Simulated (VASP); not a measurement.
Wanted: the native input for a VASP 6.6.1 run.

```yaml
Task: single point
Functional: PBE
Potentials_or_basis: VASP PAW PBE potentials, release 64 (Mo_sv, Os)
Cutoff: 600 eV
k_mesh: 4 × 4 × 6
Occupations: gaussian, width 0.1 eV
Spin: no spin polarisation
Dipole_correction: no
Further_INCAR_settings: ALGO = Normal; EDIFF = 1e-06; NBANDS = 39
```

The structure of MoOs2 lies in POSCAR:

```
MoOs2
1.0
    4.3301906026      0.0000000000      0.0000000000
    0.0000000000      5.2849642134      0.0000000000
    0.0000000000      0.0000000000      3.2992299547
Mo Os
2 4
Direct
    0.0000000000      0.0000000000      0.0000000000
    0.5000000000      0.5000000000      0.5000000000
    0.2004000000      0.3787000000      0.0000000000
    0.7996000000      0.6213000000      0.0000000000
    0.7004000000      0.1213000000      0.5000000000
    0.2996000000      0.8787000000      0.5000000000
```

The input as run:

INCAR

```
SYSTEM = MoOs2
PREC = Accurate
ENCUT = 600
EDIFF = 1E-6
ISMEAR = 0
SIGMA = 0.1
LREAL = .FALSE.
LASPH = .TRUE.
NELM = 120
ALGO = Normal
ISIF = 2
LWAVE = .FALSE.
LCHARG = .TRUE.
GGA = PE
LELF = .TRUE.
LVHAR = .TRUE.
NBANDS = 39
GGA_COMPAT = .FALSE.
```

KPOINTS

```
regular mesh
0
G
  4 4 6
  0 0 0
```

Potentials or basis: VASP PAW PBE potentials, release 64 (Mo_sv, Os).

Run with:

```console
$ cat potpaw_PBE.64/Mo_sv/POTCAR potpaw_PBE.64/Os/POTCAR > POTCAR
$ mpirun -np 1 vasp_std > vasp.out
```

It gave:

```json
{
 "Pressure": "202.4 GPa",
 "Largest force": "2.087 eV/Å",
 "Band gap on the k mesh": "zero (bands 30 and 31 overlap by 1.55 eV)"
}
```

Caveat: the k points lie up to 0.36 Å⁻¹ apart, too coarse for converged energies and pressures of a metal; spin-orbit coupling is left out, which moves the levels of the heavy elements; forces of over 1 eV/Å act on the atoms, so gaps and moduli don't describe the material at rest.

It took 54 s on 1 thread of Intel(R) Xeon(R) 6975P-C (Granite Rapids), with other jobs on the host, peak memory 0.25 GiB.
